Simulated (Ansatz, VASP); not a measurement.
## ZrH5 in VASP and in Ansatz

```
Zr H
1.0
     3.71551    0.00000    0.00000
    -1.85776    3.21773    0.00000
     0.00000    0.00000    3.88699
Zr H
1 5
Direct
  0.00000 0.00000 0.17302
  0.17939 0.82061 0.78165
  0.17939 0.35877 0.78165
  0.64123 0.82061 0.78165
  0.00000 0.00000 0.70784
  0.66667 0.33333 0.23060
```

Alike in both runs: functional PBE; k mesh 4 × 4 × 4; occupations gaussian, width 0.2 eV; no spin polarisation.

Ansatz relaxed the structure, and its values are those at the end. VASP's run is a single point on that final structure, the one shown.

|  | VASP | Ansatz |
| --- | --- | --- |
| version | VASP 6.6.1 | Ansatz 0.2.0 |
| potentials or method | VASP PAW PBE potentials, release 64 (Zr_sv, H), cutoff 500 eV | scalar-relativistic, plane waves, PAW |
| valence electrons in the cell | 17 | 17 |

|  | VASP | Ansatz | Ansatz less VASP |
| --- | --- | --- | --- |
| gap on the k mesh at the Fermi level (eV) | none | none | - |
| pressure (GPa) | -0.5 | -0.3 | +0.20 |
| rms of the force components (eV/Å) | 0.015 | 0.015 | -0.0001 |

A gap of «none» marks a metal or a gap that the smearing closes. With one functional, cell and mesh, what is left measures potentials, basis and numerics.

The k mesh is coarse, so the values compare programs but aren't converged.
